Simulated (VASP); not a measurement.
Si3N2:

```
CELL_PARAMETERS angstrom
2.66746 1.54006 4.85517
-2.66746 1.54006 4.85517
0.00000 -3.08011 4.85517
ATOMIC_POSITIONS crystal
Si 0.05625 0.44375 0.75000
Si 0.75000 0.05625 0.44375
Si 0.44375 0.75000 0.05625
Si 0.94375 0.55625 0.25000
Si 0.25000 0.94375 0.55625
Si 0.55625 0.25000 0.94375
N 0.85218 0.85218 0.85218
N 0.64782 0.64782 0.64782
N 0.14782 0.14782 0.14782
N 0.35218 0.35218 0.35218
```

| Item | Value |
| --- | --- |
| Program | VASP 6.6.1 |
| Task | relaxation of cell and atoms |
| Functional | PBE |
| Potentials or basis | VASP PAW PBE potentials, release 64 (Si, N) |
| Cutoff | 600 eV |
| k mesh | 6 × 6 × 6 |
| Occupations | gaussian, width 0.1 eV |
| Spin | no spin polarisation |

At the start: pressure -1.1 GPa; volume 11.97 Å³/atom.

Task: Where does the relaxation end?

Result: Over 24 steps the energy falls by 444.9 meV/atom and the volume is 12.57 Å³/atom (+5.0 %); space group R-3c (No. 167, to 0.1 Å) before, R-3m (No. 166, to 0.1 Å).

The path:
```
step  energy change (eV)  largest force (eV/Å)  pressure (GPa)  volume (Å³)
   1              0.0000                0.8615           -1.07       119.67
   2             -0.2328                0.7916           -0.74       118.30
   3             -0.7283                0.5063            1.46       114.19
   4             -0.3885                0.3323           10.95       106.08
   5             -0.8245                0.2645            3.83       111.48
   6             -0.9775                0.5414           -2.55       116.81
   7             -0.9779                0.5742           -2.86       117.11
   8             -1.1468                0.7449           -2.90       117.47
   9             -1.7676                1.0633           -2.15       118.14
  10             -3.4765                1.2813            2.39       117.41
  11             -0.6418                1.0275           12.25       106.53
  12             -3.5694                0.9173            5.20       115.09
  13             -3.7412                1.2419            3.68       116.04
  14             -3.8583                1.0566            2.30       117.64
  15             -3.8739                0.9472            1.52       118.47
  16             -4.0363                0.8094            1.37       119.27
  17             -4.3571                0.3010            1.56       121.62
  18             -4.2815                0.6749            4.02       126.06
  19             -4.4301                0.1923            2.48       123.67
  20             -4.4317                0.1459            2.39       123.45
  21             -4.4472                0.0488           -0.22       125.69
  22             -4.4472                0.0487           -0.06       125.54
  23             -4.4481                0.0457           -0.02       125.57
  24             -4.4494                0.0369            0.05       125.67
```

Final structure:
```xyz
10
Lattice="3.0095 1.7375 4.0053 -3.0095 1.7375 4.0053 0.0000 -3.4751 4.0053" Properties=species:S:1:pos:R:3 pbc="T T T"
Si    0.0199   -1.7375    5.0067
Si    1.4948    0.8860    5.0067
Si   -1.5147    0.8515    5.0067
Si   -0.0199    1.7375    7.0094
Si   -1.4948   -0.8860    7.0094
Si    1.5147   -0.8515    7.0094
N     0.0000    0.0000   10.4616
N     0.0000    0.0000    7.5625
N     0.0000    0.0000    1.5545
N     0.0000    0.0000    4.4536
```
